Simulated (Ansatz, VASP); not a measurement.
## Ag2ClF in VASP and in Ansatz

The input POSCAR:

```
Ag2ClF
1.0
    1.9625646115      1.1330872067      5.3810692714
   -1.9625646115      1.1330872067      5.3810692714
    0.0000000000     -2.2661744135      5.3810692714
F Cl Ag
1 1 2
Direct
    1.0000000000      0.0000000000      0.0000000000
    0.5000000000      0.5000000000      0.5000000000
    0.2656404912      0.2656404912      0.2656404912
    0.7343595088      0.7343595088      0.7343595088
```

Contents of INCAR.step1:

```
SYSTEM = Ag2ClF
PREC     = Accurate       ! precision mode
ENCUT    = 520            ! plane-wave cutoff, eV
ISMEAR   = -1             ! smearing method
SIGMA    = 0.02           ! smearing width, eV
LREAL    = .FALSE.        ! projectors in reciprocal space
LASPH    = .TRUE.         ! aspherical terms in the spheres
NELM     = 80             ! most SCF steps
NBANDS   = 26             ! bands
GGA      = PE             ! functional
ALGO     = Normal         ! electronic algorithm
EDIFF    = 1E-4           ! SCF threshold, eV
LWAVE    = .TRUE.         ! write WAVECAR
LCHARG   = .FALSE.        ! write CHGCAR
```

The input INCAR.step2:

```
SYSTEM = Ag2ClF
PREC     = Accurate       ! precision mode
ENCUT    = 520            ! plane-wave cutoff, eV
EDIFF    = 1E-7           ! SCF threshold, eV
ISMEAR   = -1             ! smearing method
SIGMA    = 0.02           ! smearing width, eV
LREAL    = .FALSE.        ! projectors in reciprocal space
LASPH    = .TRUE.         ! aspherical terms in the spheres
NELM     = 80             ! most SCF steps
ALGO     = Normal         ! electronic algorithm
ISIF     = 2              ! what is computed and relaxed
LWAVE    = .FALSE.        ! write WAVECAR
LCHARG   = .TRUE.         ! write CHGCAR
METAGGA  = R2SCAN         ! meta-GGA
LMIXTAU  = .TRUE.       
LELF     = .TRUE.         ! ELF
LVHAR    = .TRUE.       
NBANDS   = 26             ! bands
ISTART   = 1
```

KPOINTS

```
regular mesh
0
G
  6 6 6
  0 0 0
```

Input for Ansatz:

```yaml
crystal:
  lattice:
    - [1.9625646115, 1.1330872067, 5.3810692714]
    - [-1.9625646115, 1.1330872067, 5.3810692714]
    - [0.0, -2.2661744135, 5.3810692714]
  atoms:
    - { symbol: F, position: [1.0, 0.0, 0.0] }
    - { symbol: Cl, position: [0.5, 0.5, 0.5] }
    - { symbol: Ag, position: [0.2656404912, 0.2656404912, 0.2656404912] }
    - { symbol: Ag, position: [0.7343595088, 0.7343595088, 0.7343595088] }
kpoints:
  mp_grid: { grid: [6, 6, 6] }
hamiltonian:
  xc: r2scan
scf:
  occupations: { method: fermi_dirac, width: 0.02 }
  n_extra_bands: 5
output:
  forces: true
  stress: true
  eigenvalues: true
```

Alike in both runs: task single point; functional r2SCAN; k mesh 6 × 6 × 6; occupations fermi-dirac, width 0.02 eV; no spin polarisation.

|  | VASP | Ansatz |
| --- | --- | --- |
| version | VASP 6.6.1 | Ansatz 0.2.0 |
| potentials or method | VASP PAW PBE potentials, release 64 (F, Cl, Ag) | plane waves, PAW |
| plane-wave cutoff (eV) | 520 | 500 |
| valence electrons in the cell | 36 | 52 |

Ansatz gave:

```
pressure (GPa)                                                : -1.8
traceless stress, the component that is largest in VASP (GPa) : 0.29
```

Question: Estimate VASP's values.

Answer: Pressure (GPa): -1.8; traceless stress, the component that is largest in VASP (GPa): 0.25.

VASP's potentials were made for PBE, not for r2SCAN. With one functional, cell and mesh, what is left measures potentials, basis and numerics. VASP's potentials hold 36 valence electrons a cell and Ansatz's 52, so a difference there can come from the potentials and not from the codes.
